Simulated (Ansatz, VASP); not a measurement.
One calculation of AlP, two programs

```
Al P
1.0
     0.00000    2.70127    2.70127
     2.70127    0.00000    2.70127
     2.70127    2.70127    0.00000
Al P
1 1
Cartesian
  0.0000 0.0000 0.0000
  1.3506 1.3506 1.3506
```

Alike in both runs: task single point; functional r2SCAN; k mesh 8 × 8 × 8; no spin polarisation.

|  | VASP | Ansatz |
| --- | --- | --- |
| version | VASP 6.6.1 | Ansatz 0.2.0 |
| potentials or method | VASP PAW PBE potentials, release 64 (Al, P), cutoff 550 eV | PAW plane waves |
| occupations | fermi-dirac, width 0.1 eV | fermi-dirac |
| valence electrons in the cell | 8 | 8 |

|  | VASP | Ansatz | Ansatz less VASP |
| --- | --- | --- | --- |
| pressure (GPa) | 3.8 | 4.1 | +0.34 |

VASP's potentials were made for PBE, not for r2SCAN.
